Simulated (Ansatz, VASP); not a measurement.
## KI: VASP beside Ansatz

Contents of INCAR:

```
  PREC = Accurate
  ENCUT = 520
  EDIFF = 1E-6
  ISMEAR = 0
  SIGMA = 0.01
  LREAL = F
  LASPH = T
  NELM = 60
  ALGO = Normal
  ISIF = 2
  LWAVE = F
  LCHARG = F
  GGA = PS
  NBANDS = 15
```

File KPOINTS:

```
Automatic mesh
0
Gamma
  4 4 4
```

The input POSCAR:

```
KI
1.0
    0.0000000000      3.5327750000      3.5327750000
    3.5327750000      0.0000000000      3.5327750000
    3.5327750000      3.5327750000      0.0000000000
K I
1 1
Direct
    0.0000000000      0.0000000000      0.0000000000
    0.5000000000      0.5000000000      0.5000000000
```

Input for Ansatz:

```yaml
crystal:
  lattice:
    - [0.0, 3.532775, 3.532775]
    - [3.532775, 0.0, 3.532775]
    - [3.532775, 3.532775, 0.0]
  atoms:
    - { symbol: K, position: [0.0, 0.0, 0.0] }
    - { symbol: I, position: [0.5, 0.5, 0.5] }
kpoints:
  mp_grid:
    grid: [4, 4, 4]
hamiltonian:
  xc: pbesol
scf:
  occupations:
    method: fixed
  lower_state_search: full
basis:
  ecutwfc: 510
output:
  forces: true
  stress: true
```

Alike in both runs: task single point; functional PBEsol; k mesh 4 × 4 × 4; no spin polarisation.

|  | VASP | Ansatz |
| --- | --- | --- |
| version | VASP 6.6.1 | Ansatz 0.2.0 |
| potentials or method | VASP PAW PBE potentials, release 64 (K_sv, I), cutoff 520 eV | plane waves, PAW |
| occupations | gaussian, width 0.01 eV | fixed |
| valence electrons in the cell | 16 | 26 |

VASP gave:

- gap on the k mesh at the Fermi level (eV): 3.81
- pressure (GPa): -0.2

Q: What did Ansatz give for the same quantities?

A: gap on the k mesh at the Fermi level (eV): 3.82; pressure (GPa): -0.3.

VASP's potentials were made for PBE, not for PBEsol. VASP's potentials hold 16 valence electrons a cell and Ansatz's 26, so a difference there can come from the potentials and not from the codes.

Spin-orbit coupling is off throughout.
